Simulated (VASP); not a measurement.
Set up this calculation in VASP 6.6.1, as the native input.

```yaml
Task: single point
Functional: BLYP
Potentials_or_basis: VASP PAW PBE potentials, release 64 (La)
Cutoff: 520 eV
k_mesh: 10 × 10 × 10
Occupations: fermi-dirac, width 0.1 eV
Spin: no spin polarisation
Dipole_correction: no
Further_INCAR_settings: ALGO = Normal; EDIFF = 1e-07; NBANDS = 12
```

The structure of La lies in POSCAR:

```
La
1.0
    3.5734340808      0.0000000000      0.0000000000
    0.0000000000      3.5734340808      0.0000000000
    0.0000000000      0.0000000000      3.5734340808
La
1
Direct
    0.0000000000      0.0000000000      0.0000000000
```

This cell differs from its parent crystal: volume scaled by 1.12.

One way to write it, as run:

INCAR

```
SYSTEM = La
PREC = Accurate
ENCUT = 520
EDIFF = 1E-7
ISMEAR = -1
SIGMA = 0.1
LREAL = .False.
LASPH = .True.
NELM = 80
ALGO = Normal
ISIF = 2
LWAVE = .False.
LCHARG = .False.
GGA = B5
ALDAX = 1.0
AGGAX = 1.0
AGGAC = 1.0
ALDAC = 0.0
NBANDS = 12
```

KPOINTS

```
regular mesh
0
Gamma
  10 10 10
  0 0 0
```

Potentials or basis: VASP PAW PBE potentials, release 64 (La).

Command:

```console
$ cat potpaw_PBE.64/La/POTCAR > POTCAR
$ mpirun -np 1 vasp_std > vasp.out
```

Results of the run:

```yaml
Pressure: -1.8 GPa
```

Caveat: the PAW data sets were made with another functional, which shifts forces and pressure a little.

Wall time 38 s on 1 thread of Intel(R) Xeon(R) 6975P-C (Granite Rapids), on a shared host, peak memory 0.18 GiB.
